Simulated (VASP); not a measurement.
A run of VASP 6.6.1 is set up as follows.

Contents of POSCAR:

```
GaP
1.0
    0.0000000000      2.7254102088      2.7254102088
    2.7254102088      0.0000000000      2.7254102088
    2.7254102088      2.7254102088      0.0000000000
Ga P
1 1
Direct
    0.0000000000      0.0000000000      0.0000000000
    0.2500000000      0.2500000000      0.2500000000
```

INCAR.step1

```
SYSTEM = GaP
PREC = Accurate
ENCUT = 520
ISMEAR = 0
SIGMA = 0.01
LREAL = .False.
LASPH = .True.
NELM = 80
NBANDS = 16
GGA = PE
ALGO = Normal
EDIFF = 1E-4
LWAVE = .True.
LCHARG = .False.
```

File INCAR.step2:

```
SYSTEM = GaP
PREC = Accurate
ENCUT = 520
EDIFF = 1E-6
ISMEAR = 0
SIGMA = 0.01
LREAL = .False.
LASPH = .True.
NELM = 80
ALGO = Normal
ISIF = 2
LWAVE = .False.
LCHARG = .False.
METAGGA = R2SCAN
LMIXTAU = .True.
NBANDS = 16
ISTART = 1
```

File KPOINTS:

```
Automatic mesh
0
Gamma
  8 8 8
  0 0 0
```

Potentials or basis: VASP PAW PBE potentials, release 64 (Ga_d, P).

The run is started by

```console
$ cat potpaw_PBE.64/Ga_d/POTCAR potpaw_PBE.64/P/POTCAR > POTCAR
$ cp INCAR.step1 INCAR
$ mpirun -np 1 vasp_std > vasp.out
$ cp INCAR.step2 INCAR
$ mpirun -np 1 vasp_std > vasp.out
```

(1) What does it give for the pressure?

(2) What does it give for the band gap on the k mesh?

Results:

(1) 0.0 GPa.

(2) 1.90 eV, indirect (least direct gap 2.34 eV).

Caveat: the PAW data sets were made with another functional, which shifts forces and pressure a little.

**The experiment to reproduce.**

From “Stacking defects in GaP nanowires: Electronic structure and optical properties”, 2018, arxiv:1810.01194, for a bulk crystal of GaP at 10 K: band gap 2.34 eV (indirect).

Against the measured gap of GaP, 2.34 eV (indirect; 10 K; quoted in “Stacking defects in GaP nanowires: Electronic structure and optical properties”, 2018, arxiv:1810.01194), the calculated 1.90 eV is off by -0.44 eV. Spin-orbit coupling on Ga is left out. The value is that of r2SCAN on a finite k mesh, which can miss the band edges, without temperature or zero-point motion.
